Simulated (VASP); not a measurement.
## Rb: single point with PBE

Crystal: Rb.

```xyz
1
Lattice="4.6142 0.0000 0.0000 0.0000 4.6261 0.0000 0.0000 0.0000 4.6354" Properties=species:S:1:pos:R:3 pbc="T T T"
Rb    0.0000    0.0000    0.0000
```

The cell was generated, and may not be a known phase.

- Program: VASP 6.6.1
- Task: single point
- Functional: PBE
- Potentials or basis: VASP PAW PBE potentials, release 64 (Rb_sv)
- Cutoff: 520 eV
- k mesh: 12 × 12 × 12
- Occupations: gaussian, width 0.1 eV
- Spin: no spin polarisation

```json
{
 "Pressure": "0.0 GPa",
 "Band gap on the k mesh": "zero (an odd number of electrons rules out a gap without spin polarisation)"
}
```

Levels at points of the mesh, in eV from the Fermi level:
| k point | band 1 | band 2 | band 3 | band 4 | band 5 | band 6 | band 7 | band 8 |
| --- | --- | --- | --- | --- | --- | --- | --- | --- |
| (0.00, 0.00, 0.00) | -29.08 | -13.12 | -13.12 | -13.11 | -1.87 | 2.32 | 2.33 | 5.64 |
| (0.50, 0.00, 0.00) | -29.08 | -13.23 | -13.11 | -13.11 | -0.15 | 0.32 | 2.90 | 4.05 |
| (0.00, 0.50, 0.00) | -29.08 | -13.23 | -13.11 | -13.10 | -0.16 | 0.32 | 2.90 | 4.05 |
| (0.50, 0.50, 0.00) | -29.07 | -13.22 | -13.22 | -13.10 | 0.84 | 1.66 | 2.09 | 2.09 |
| (0.00, 0.00, 0.50) | -29.08 | -13.23 | -13.11 | -13.10 | -0.17 | 0.31 | 2.89 | 4.07 |
| (0.50, 0.00, 0.50) | -29.07 | -13.22 | -13.22 | -13.10 | 0.84 | 1.65 | 2.08 | 2.08 |
| (0.00, 0.50, 0.50) | -29.07 | -13.22 | -13.22 | -13.10 | 0.84 | 1.64 | 2.07 | 2.07 |
| (0.50, 0.50, 0.50) | -29.07 | -13.21 | -13.20 | -13.20 | 1.82 | 1.83 | 1.84 | 3.63 |

Run time: 4.4 min on 1 thread of Oxide Virtual Turin-like Processor, on a shared host, peak memory 0.4 GiB.
